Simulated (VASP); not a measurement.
# BaTiO3 (P4mm) in VASP: notebook

BaTiO3 is run at these levels: r2SCAN; tasks: single point.

Program: VASP 6.6.1. These are calculated values, not measurements. Logs are shortened: lines on timing, memory, paths and dates and some standing lists are left out, and cuts for length are marked.

## (1) The cell of the first run

Symmetry: P4mm, No. 99, tetragonal system. The conventional cell has a = 4.012 Å, b = 4.012 Å, c = 4.058 Å, α = 90.00°, β = 90.00°, γ = 90.00°. Within 3.7 Å of Ba (site symmetry 4mm) lie 12 O at 2.80 to 2.91 Å and 8 Ti at 3.45 to 3.53 Å. Ti (site symmetry 4mm) has 6 O at 1.83 to 2.23 Å within 2.4 Å. Within 3.0 Å of O (site symmetry 2mm) lie 2 Ti at 2.01 Å and 4 Ba at 2.80 to 2.91 Å and 8 O at 2.81 to 2.90 Å. O (site symmetry 4mm) has 2 Ti at 1.83 to 2.23 Å within 2.4 Å.

## (2) Single point, r2SCAN (epitaxial xy strain +1.0%)

POSCAR reads:

```
BaTiO3
1.0
    4.0117610854      0.0000000000      0.0000000000
    0.0000000000      4.0117610854      0.0000000000
    0.0000000000      0.0000000000      4.0575691340
Ba Ti O
1 1 3
Direct
    0.5000000000      0.5000000000      0.5825416364
    0.0000000000      0.0000000000      0.0993091638
    0.0000000000      0.5000000000      0.0642211463
    0.5000000000      0.0000000000      0.0642211463
    0.0000000000      0.0000000000      0.5497038972
```

INCAR.step1 reads:

```
SYSTEM = BaTiO3
  PREC = Accurate
  ENCUT = 520
  ISMEAR = 0
  SIGMA = 0.01
  LREAL = .FALSE.
  LASPH = .TRUE.
  NELM = 80
  NBANDS = 28
  GGA = PE
  ALGO = Normal
  EDIFF = 1E-4
  LWAVE = .TRUE.
  LCHARG = .FALSE.
```

INCAR.step2 reads:

```
SYSTEM = BaTiO3
  PREC = Accurate
  ENCUT = 520
  EDIFF = 1E-6
  ISMEAR = 0
  SIGMA = 0.01
  LREAL = .FALSE.
  LASPH = .TRUE.
  NELM = 80
  ALGO = Normal
  ISIF = 2
  LWAVE = .FALSE.
  LCHARG = .TRUE.
  METAGGA = R2SCAN
  LMIXTAU = .TRUE.
  LELF = .TRUE.
  LVHAR = .TRUE.
  NBANDS = 28
  ISTART = 1
```

KPOINTS reads:

```
regular mesh
0
G
  6 6 6
  0 0 0
```

Potentials or basis: VASP PAW PBE potentials, release 64 (Ba_sv, Ti_sv, O).

The run is started by

```bash
> cat potpaw_PBE.64/Ba_sv/POTCAR potpaw_PBE.64/Ti_sv/POTCAR potpaw_PBE.64/O/POTCAR > POTCAR
> cp INCAR.step1 INCAR
> mpirun -np 1 vasp_std > vasp.out
> cp INCAR.step2 INCAR
> mpirun -np 1 vasp_std > vasp.out
```

OUTCAR:

```text
SYSTEM = BaTiO3
   PREC = Accurate
   ENCUT = 520
   EDIFF = 1E-6
   ISMEAR = 0
   LREAL = .FALSE.
   LASPH = .TRUE.
   NELM = 80
   ISIF = 2
   METAGGA = R2SCAN
   ISTART = 1

 ion  position               nearest neighbor table
   1  0.500  0.500  0.583-   3 2.80   4 2.80   4 2.80   3 2.80   5 2.84   5 2.84   5 2.84   5 2.84
                             3 2.91   4 2.91   3 2.91   4 2.91   2 3.45   2 3.45   2 3.45   2 3.45
   2  0.000  0.000  0.099-   5 1.83   4 2.01   3 2.01   3 2.01   4 2.01   5 2.23   1 3.45   1 3.45
                             1 3.45   1 3.45   1 3.53   1 3.53   1 3.53   1 3.53
   3  0.000  0.500  0.064-   2 2.01   2 2.01   1 2.80   1 2.80   1 2.91   1 2.91
   4  0.500  0.000  0.064-   2 2.01   2 2.01   1 2.80   1 2.80   1 2.91   1 2.91
   5  0.000  0.000  0.550-   2 1.83   2 2.23   1 2.84   1 2.84   1 2.84   1 2.84

  LATTYP: Found a simple tetragonal cell.
 ALAT       =     4.0117610854
 C/A-ratio  =     1.0114184388

  Lattice vectors:

 A1 = (   4.0117610854,   0.0000000000,   0.0000000000)
 A2 = (   0.0000000000,   4.0117610854,   0.0000000000)
 A3 = (   0.0000000000,   0.0000000000,   4.0575691340)

Analysis of symmetry for initial positions (statically):
=====================================================================
 Subroutine PRICEL returns:
 Original cell was already a primitive cell.

 Routine SETGRP: Setting up the symmetry group for a
 simple tetragonal supercell.

 Subroutine GETGRP returns: Found  8 space group operations
 (whereof  8 operations were pure point group operations)
 out of a pool of 16 trial point group operations.

The static configuration has the point symmetry C_4v.

Analysis of symmetry for dynamics (positions and initial velocities):
=====================================================================
 Subroutine PRICEL returns:
 Original cell was already a primitive cell.

 Routine SETGRP: Setting up the symmetry group for a
 simple tetragonal supercell.

 Subroutine GETGRP returns: Found  8 space group operations
 (whereof  8 operations were pure point group operations)
 out of a pool of 16 trial point group operations.

The dynamic configuration has the point symmetry C_4v.

 Subroutine INISYM returns: Found  8 space group operations
 (whereof  8 operations are pure point group operations),
 and found     1 'primitive' translations

----------------------------------------------------------------------------------------

                                     Primitive cell

  volume of cell :      65.3034

  direct lattice vectors                    reciprocal lattice vectors
     4.011761085  0.000000000  0.000000000     0.249267087  0.000000000  0.000000000
     0.000000000  4.011761085  0.000000000     0.000000000  0.249267087  0.000000000
     0.000000000  0.000000000  4.057569134     0.000000000  0.000000000  0.246452979

  length of vectors
     4.011761085  4.011761085  4.057569134     0.249267087  0.249267087  0.246452979

  position of ions in fractional coordinates (direct lattice)
     0.500000000  0.500000000  0.582541636
     0.000000000  0.000000000  0.099309164
     0.000000000  0.500000000  0.064221146
     0.500000000  0.000000000  0.064221146
     0.000000000  0.000000000  0.549703897

  ion indices of the primitive-cell ions
   primitive index   ion index
                 1           1
                 2           2
                 3           3
                 4           4
                 5           5

----------------------------------------------------------------------------------------

 KPOINTS: regular mesh

Automatic generation of k-mesh.
 Grid dimensions read from file:
 generate k-points for:    6    6    6

 Generating k-lattice:

  Cartesian coordinates                     Fractional coordinates (reciprocal lattice)
     0.041544515  0.000000000  0.000000000     0.166666667  0.000000000  0.000000000
     0.000000000  0.041544515  0.000000000     0.000000000  0.166666667  0.000000000
     0.000000000  0.000000000  0.041075496     0.000000000  0.000000000  0.166666667

  Length of vectors
     0.041544515  0.041544515  0.041075496

  Shift w.r.t. Gamma in fractional coordinates (k-lattice)
     0.000000000  0.000000000  0.000000000

 Subroutine IBZKPT returns following result:
 ===========================================

 Found     40 irreducible k-points:

 Following reciprocal coordinates:
            Coordinates               Weight
  0.000000  0.000000  0.000000      1.000000
  0.166667  0.000000  0.000000      4.000000
  0.333333  0.000000  0.000000      4.000000
  0.500000  0.000000  0.000000      2.000000
  0.166667  0.166667  0.000000      4.000000
  0.333333  0.166667  0.000000      8.000000
[... 16 lines left out ...]
  0.333333  0.000000  0.333333      8.000000
  0.500000  0.000000  0.333333      4.000000
 [... further k-points ...]
   k-points           NKPTS =     40   k-points in BZ     NKDIM =     40   number of bands    NBANDS=     28
   number of dos      NEDOS =    301   number of ions     NIONS =      5
   total plane-waves  NPLWV =  27000
   dimension x,y,z NGX =    30 NGY =   30 NGZ =   30
   dimension x,y,z NGXF=    60 NGYF=   60 NGZF=   60
   ions per type =               1   1   3
   NGX,Y,Z   is equivalent  to a cutoff of  12.43, 12.43, 12.29 a.u.
   NGXF,Y,Z  is equivalent  to a cutoff of  24.86, 24.86, 24.58 a.u.
 SYSTEM =  BaTiO3
   PREC   = accura    normal or accurate (medium, high low for compatibility)
   ISTART =      1    job   : 0-new  1-cont  2-samecut
   ICHARG =      0    charge: 1-file 2-atom 10-const
   ISPIN  =      1    spin polarized calculation?
   LNONCOLLINEAR =      F non collinear calculations
   LSORBIT =      F    spin-orbit coupling
   LASPH  =      T    aspherical Exc in radial PAW
   ENCUT  =  520.0 eV  38.22 Ry    6.18 a.u.   7.46  7.46  7.54*2*pi/ulx,y,z
   NELM   =     80;   NELMIN=  2; NELMDL=  0     # of ELM steps
   EDIFF  = 0.1E-05   stopping-criterion for ELM
   LREAL  =      F    real-space projection
   EDIFFG = 0.1E-04   stopping-criterion for IOM
   NSW    =      0    number of steps for IOM
   IBRION =     -1    ionic relax: 0-MD 1-quasi-New 2-CG
   NFREE  =      0    steps in history (QN), initial steepest desc. (CG)
   ISIF   =      2    stress and relaxation
   ISYM   =      2    0-nonsym 1-usesym 2-fastsym
   POTIM  = 0.5000    time-step for ionic-motion
   TEBEG  =    0.0;   TEEND  =   0.0 temperature during run
   PSTRESS=    0.0 pullay stress
   NELECT =      40.0000    total number of electrons
   NUPDOWN=      -1.0000    fix difference up-down
   EMIN   =  10.00;   EMAX   =-10.00  energy-range for DOS
   EFERMI =   0.00;   METHOD = LEGACY
   ISMEAR =     0;   SIGMA  =   0.01  broadening in eV -4-tet -1-fermi 0-gaus
   EFERMI_NEDOS =   21; number of points for ismear=-14 and -15
   IALGO  =     38    algorithm
   IMIX   =      4    mixing-type and parameters
     AMIX     =   0.40;   BMIX     =  1.00
     AMIX_MAG =   1.60;   BMIX_MAG =  1.00
  volume/ion in A,a.u.               =      13.06        88.14
  Fermi-wavevector in a.u.,A,eV,Ry     =   1.390324  2.627332 26.300088  1.933002
  Thomas-Fermi vector in A             =   2.514270
   LORBIT       =      0    0 simple, 1 ext, 2 COOP (PROOUT), +10 PAW based schemes
   METAGGA = R2SCAN    functional components
   LHFCALC =     F    Hartree Fock is set to
   AEXX    =    0.0000 exact exchange contribution
   IVDW    =     0    specifies the selected vdW correction
   LEPSILON=     F    determine dielectric tensor
   LRPA    =     F    only Hartree local field effects (RPA)
 non-spin polarized calculation
 Gauss-broadening in eV      SIGMA  =   0.01
  energy-cutoff  :      520.00
  volume of cell :       65.30
 maximum number of plane-waves:      1787
 NGX is ok and might be reduce to    30
   NGX = 15   NGY = 15   NGZ = 15

 number of electron      39.9999978 magnetization

 Free energy of the ion-electron system (eV)
  ---------------------------------------------------
  ext. energy  EPLUGINS =         0.00000000
  ---------------------------------------------------
  free energy    TOTEN  =       -74.25727879 eV

  energy without entropy =      -74.25727879  energy(sigma->0) =      -74.25727879

 E-fermi :   3.6143     XC(G=0): -11.8015

 val. band max:        3.4925845694   @ k =   0.5000   0.5000   0.5000
 cond. band min:       5.6687987487   @ k =   0.0000   0.0000   0.0000
 fundamental gap:      2.1762141793
 Fermi energy:         3.6142788068

 k-point     1 :       0.0000    0.0000    0.0000
  band No.  band energies     occupation
      1     -55.3444      2.00000
      2     -30.5909      2.00000
      3     -30.4912      2.00000
      4     -30.4912      2.00000
      5     -22.1580      2.00000
      6     -14.4404      2.00000
[... 20 lines left out ...]
     27       9.0321      0.00000
     28      11.4350      0.00000

 k-point     2 :       0.1667    0.0000    0.0000
  band No.  band energies     occupation
      1     -55.3441      2.00000
      2     -30.5904      2.00000
      3     -30.5052      2.00000
      4     -30.4908      2.00000
      5     -22.1286      2.00000
      6     -14.4702      2.00000
[... 20 lines left out ...]
     27       9.5383      0.00000
     28      12.0804      0.00000

 k-point     3 :       0.3333    0.0000    0.0000
  band No.  band energies     occupation
      1     -55.3435      2.00000
      2     -30.5894      2.00000
      3     -30.5330      2.00000
      4     -30.4898      2.00000
      5     -22.0685      2.00000
      6     -14.5906      2.00000
[... 20 lines left out ...]
     27      10.7485      0.00000
     28      12.2676      0.00000

 k-point     4 :       0.5000    0.0000    0.0000
  band No.  band energies     occupation
      1     -55.3433      2.00000
      2     -30.5889      2.00000
      3     -30.5469      2.00000
      4     -30.4893      2.00000
      5     -22.0379      2.00000
      6     -14.6668      2.00000
[... 20 lines left out ...]
     27      11.5437      0.00000
     28      12.2005      0.00000

 k-point     5 :       0.1667    0.1667    0.0000
  band No.  band energies     occupation
      1     -55.3438      2.00000
      2     -30.5899      2.00000
      3     -30.5049      2.00000
      4     -30.5044      2.00000
      5     -22.1017      2.00000
      6     -14.4630      2.00000
[... 20 lines left out ...]
     27       9.9231      0.00000
     28      12.2794      0.00000

 k-point     6 :       0.3333    0.1667    0.0000
  band No.  band energies     occupation
      1     -55.3433      2.00000
      2     -30.5889      2.00000
      3     -30.5323      2.00000
      4     -30.5036      2.00000
      5     -22.0469      2.00000
      6     -14.5142      2.00000
[... 463 lines left out ...]
      5     -22.0759      2.00000
      6     -14.4969      2.00000
[... 20 lines left out ...]
     27      10.7289      0.00000
     28      12.2646      0.00000

 k-point    22 :       0.1667    0.0000    0.3333
  band No.  band energies     occupation
      1     -55.3434      2.00000
      2     -30.6274      2.00000
      3     -30.5037      2.00000
      4     -30.4895      2.00000
      5     -22.0540      2.00000
      6     -14.4071      2.00000
[... 20 lines left out ...]
     27      11.2244      0.00000
     28      12.6153      0.00000

 k-point    23 :       0.3333    0.0000    0.3333
  band No.  band energies     occupation
      1     -55.3429      2.00000
      2     -30.6259      2.00000
      3     -30.5311      2.00000
      4     -30.4886      2.00000
      5     -22.0094      2.00000
      6     -14.2754      2.00000
[... 20 lines left out ...]
     27      12.3334      0.00000
     28      12.6228      0.00000

 k-point    24 :       0.5000    0.0000    0.3333
  band No.  band energies     occupation
      1     -55.3426      2.00000
      2     -30.6252      2.00000
      3     -30.5447      2.00000
      4     -30.4881      2.00000
      5     -21.9867      2.00000
      6     -14.2557      2.00000
[... 20 lines left out ...]
     27      12.1358      0.00000
     28      13.4164      0.00000

 [... further k-points ...]

------------------------ aborting loop because EDIFF is reached ----------------------------------------

  FORCE on cell =-STRESS in cart. coord.  units (eV):
  Direction    XX          YY          ZZ          XY          YZ          ZX
  --------------------------------------------------------------------------------------
  -------------------------------------------------------------------------------------
  Total       -0.4026245     -0.4026245      0.8501599      0.0000000      0.0000000      0.0000000
  in kB       -9.8781299     -9.8781299     20.8581200      0.0000000      0.0000000      0.0000000
  external PRESSURE =       0.3672867 kB  Pullay stress =       0.0000000 kB

 VOLUME and BASIS-vectors are now :
 -----------------------------------------------------------------------------
  energy-cutoff  :      520.00
  volume of cell :       65.30
      direct lattice vectors                 reciprocal lattice vectors
     4.011761085  0.000000000  0.000000000     0.249267087  0.000000000  0.000000000
     0.000000000  4.011761085  0.000000000     0.000000000  0.249267087  0.000000000
     0.000000000  0.000000000  4.057569134     0.000000000  0.000000000  0.246452979

 POSITION                                       TOTAL-FORCE (eV/Angst)
 -----------------------------------------------------------------------------------
      2.00588      2.00588      2.36370         0.000000     -0.000000     -0.024251
      0.00000      0.00000      0.40295         0.000000     -0.000000     -0.161923
      0.00000      2.00588      0.26058        -0.000000     -0.000000      0.015739
      2.00588      0.00000      0.26058         0.000000      0.000000      0.015739
      0.00000      0.00000      2.23046         0.000000      0.000000      0.154696
 -----------------------------------------------------------------------------------
    total drift:                                0.000000      0.000000     -0.010836

  FREE ENERGIE OF THE ION-ELECTRON SYSTEM (eV)
  ---------------------------------------------------
  free  energy   TOTEN  =       -74.2572787881 eV

  energy  without entropy=      -74.2572787881  energy(sigma->0) =      -74.25727879
```

It took 5.5 min on 1 thread of Intel Xeon 8259CL, shared host; peak memory 0.22 GiB.

Results:

```yaml
Free_energy: -74.2573 eV
Pressure: 0.0 GPa
Largest_force: 0.162 eV/Å
Band_gap_on_the_k_mesh: 2.18 eV (least direct gap 2.60 eV)
```

Forces on the atoms (eV/Å):
```
Ba   0.000  0.000 -0.024
Ti   0.000  0.000 -0.162
O    0.000  0.000  0.016
O    0.000  0.000  0.016
O    0.000  0.000  0.155
```

Stress tensor (GPa, compression positive):
```
-0.99  0.00  0.00
 0.00 -0.99  0.00
 0.00  0.00  2.09
```

Caveat: the cell differs from its parent crystal (epitaxial xy strain +1.0%); the PAW data sets were made with another functional, which shifts forces and pressure a little; spin-orbit coupling is left out, which moves the levels of the heavy elements. A k mesh can miss the band edges.

## (3) Single point, r2SCAN (epitaxial xy strain -4.0%)

POSCAR reads:

```
BaTiO3
1.0
    3.8131590514      0.0000000000      0.0000000000
    0.0000000000      3.8131590514      0.0000000000
    0.0000000000      0.0000000000      4.5334503277
Ba Ti O
1 1 3
Direct
    0.5000000000      0.5000000000      0.6141888996
    0.0000000000      0.0000000000      0.1248022295
    0.0000000000      0.5000000000      0.0509716146
    0.5000000000      0.0000000000      0.0509716146
    0.0000000000      0.0000000000      0.5190626316
```

INCAR.step1 reads:

```
ALGO = Normal ; EDIFF = 1E-4
ENCUT = 520 ; GGA = PE
ISMEAR = 0 ; LASPH = True
LCHARG = False ; LREAL = False
LWAVE = True ; NBANDS = 28
NELM = 100 ; PREC = Accurate
SIGMA = 0.01
```

INCAR.step2 reads:

```
ALGO = Normal ; EDIFF = 1E-6
ENCUT = 520 ; ISIF = 2
ISMEAR = 0 ; ISTART = 1
LASPH = True ; LCHARG = False
LMIXTAU = True ; LREAL = False
LWAVE = False ; METAGGA = R2SCAN
NBANDS = 28 ; NELM = 100
PREC = Accurate ; SIGMA = 0.01
```

KPOINTS reads:

```
k-points
0
Gamma
  6 6 6
```

Potentials or basis: VASP PAW PBE potentials, release 64 (Ba_sv, Ti_sv, O).

The run is started by

```bash
> cat potpaw_PBE.64/Ba_sv/POTCAR potpaw_PBE.64/Ti_sv/POTCAR potpaw_PBE.64/O/POTCAR > POTCAR
> cp INCAR.step1 INCAR
> mpirun -np 1 vasp_std > vasp.out
> cp INCAR.step2 INCAR
> mpirun -np 1 vasp_std > vasp.out
```

Run time: 8 min. Hardware: 1 thread of Intel Xeon 8259CL, shared host; peak memory 0.22 GiB.

Results (log left out):

```yaml
Free_energy: -74.0541 eV
Pressure: 8.0 GPa
Largest_force: 0.160 eV/Å
Band_gap_on_the_k_mesh: 2.34 eV (least direct gap 3.20 eV)
```

Forces in eV/Å, atoms in the order of the input:
```
Ba   0.000  0.000 -0.081
Ti   0.000  0.000 -0.160
O    0.000  0.000  0.046
O    0.000  0.000  0.046
O    0.000  0.000  0.148
```

Stress tensor (GPa, compression positive):
```
10.96  0.00  0.00
 0.00 10.96  0.00
 0.00  0.00  1.97
```

Levels at points of the mesh, in eV from the valence-band top:
```
           k point  band 18  band 19  band 20  band 21  band 22  band 23
(0.00, 0.00, 0.00)    -2.00    -0.87    -0.87     2.34     3.53     3.53
(0.50, 0.00, 0.00)    -2.41    -2.26    -2.01     3.54     4.00     4.06
(0.50, 0.50, 0.00)    -1.19    -1.19    -0.02     3.70     4.14     4.14
(0.00, 0.00, 0.50)    -2.42    -0.84    -0.84     2.40     3.97     3.97
(0.50, 0.00, 0.50)    -1.89    -1.61    -1.20     3.94     3.98     4.13
(0.50, 0.50, 0.50)    -1.24    -1.24     0.00     4.23     4.23     4.68
```

Caveat: the cell differs from its parent crystal (epitaxial xy strain -4.0%); the stress differs along the axes, from 2 to 11 GPa; the PAW data sets were made with another functional, which shifts forces and pressure a little; spin-orbit coupling is left out, which moves the levels of the heavy elements.

(Part 1 of 2 ends here.)
